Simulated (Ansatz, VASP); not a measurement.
# One calculation of K2Rb3, two programs

```xyz
5
Lattice="5.0452 0.0000 0.0000 -2.5226 4.3692 0.0000 0.0000 0.0000 50.9079" Properties=species:S:1:pos:R:3 pbc="T T T"
K     2.5226    1.4564   16.7410
K     0.0000    2.9128    9.2590
Rb    0.0000    2.9128   20.4141
Rb    5.0452    0.0000   13.0000
Rb    2.5226    1.4564    5.5859
```

Change from the starting cell: species swapped into a sheet of the Bi2Te3 type.

Alike in both runs: functional PBE; k mesh 6 × 6 × 1; occupations gaussian, width 0.1 eV; no spin polarisation.

Ansatz relaxed the structure, and its values are those at the end. VASP's run is a single point on that final structure, the one shown.

|  | VASP | Ansatz |
| --- | --- | --- |
| version | VASP 6.6.1 | Ansatz 0.2.0 |
| potentials or method | VASP PAW PBE potentials, release 64 (K_sv, Rb_sv), cutoff 520 eV | scalar-relativistic, plane waves, PAW |
| valence electrons in the cell | 45 | 45 |

```csv
,VASP,Ansatz,Ansatz less VASP
gap on the k mesh at the Fermi level (eV),none,none,-
rms of the force components (eV/Å),0.008,0.008,-0.0001
```

A gap of «none» marks a metal or a gap that the smearing closes. The functional is the same, so the differences come from potentials, cutoffs and numerics. Ansatz's warnings: slab cell height set, slab electrons at coulomb cutoff.
